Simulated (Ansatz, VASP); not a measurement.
## One calculation of Ge, two programs

The input POSCAR:

```
Ge
1.0
    0.0000000000      2.8368735121      2.8368735121
    2.8368735121      0.0000000000      2.8368735121
    2.8368735121      2.8368735121      0.0000000000
Ge
2
Direct
    0.0000000000      0.0000000000      0.0000000000
    0.2500000000      0.2500000000      0.2500000000
```

The input INCAR.step1:

```
PREC = Accurate
ENCUT = 520
ISMEAR = -1
SIGMA = 0.02
LREAL = False
LASPH = True
NELM = 150
MAGMOM = 0 0 0 0 0 0
LSORBIT = True
GGA_COMPAT = False
NBANDS = 40
GGA = PE
ALGO = Normal
EDIFF = 1E-4
LWAVE = True
LCHARG = False
```

File INCAR.step2:

```
PREC = Accurate
ENCUT = 520
EDIFF = 1E-7
ISMEAR = -1
SIGMA = 0.02
LREAL = False
LASPH = True
NELM = 150
ALGO = Normal
ISIF = 2
LWAVE = False
LCHARG = False
MAGMOM = 0 0 0 0 0 0
LORBIT = 11
LSORBIT = True
GGA_COMPAT = False
LORBMOM = True
METAGGA = R2SCAN
LMIXTAU = True
NBANDS = 40
ISTART = 1
```

The input KPOINTS:

```
regular mesh
0
Gamma
  8 8 8
```

Input for Ansatz:

```yaml
crystal:
  lattice:
    - [0.0, 2.8368735121, 2.8368735121]
    - [2.8368735121, 0.0, 2.8368735121]
    - [2.8368735121, 2.8368735121, 0.0]
  atoms:
    - { symbol: Ge, position: [0.0, 0.0, 0.0] }
    - { symbol: Ge, position: [0.25, 0.25, 0.25] }
kpoints:
  mp_grid: { grid: [8, 8, 8] }
  band_path:
    path:
      - [0.0, 0.0, 0.0]
      - [0.5, 0.0, 0.5]
      - [0.625, 0.25, 0.625]
      - [0.375, 0.375, 0.75]
      - [0.5, 0.5, 0.5]
      - [0.5, 0.25, 0.75]
    npoints: 1
hamiltonian:
  xc: r2scan
scf:
  occupations: { method: fermi_dirac, width: 0.02 }
  n_extra_bands: 8
magnetization:
  noncollinear: true
  spin_orbit: true
output:
  forces: true
  stress: true
  eigenvalues: true
```

Alike in both runs: task single point; functional r2SCAN; k mesh 8 × 8 × 8; occupations fermi-dirac, width 0.02 eV; non-collinear spin, spin-orbit coupling.

|  | VASP | Ansatz |
| --- | --- | --- |
| version | VASP 6.6.1 | Ansatz 0.2.0 |
| potentials or method | VASP PAW PBE potentials, release 64 (Ge_d) | plane waves, PAW |
| plane-wave cutoff (eV) | 520 | 500 |
| valence electrons in the cell | 28 | 28 |

|  | VASP | Ansatz | Ansatz less VASP |
| --- | --- | --- | --- |
| pressure (GPa) | 0.0 | 0.0 | -0.06 |
| net moment per atom (μB) | 0.00 | 0.00 | 0.000 |

VASP's potentials were made for PBE, not for r2SCAN. The functional is the same, so the differences come from potentials, cutoffs and numerics.
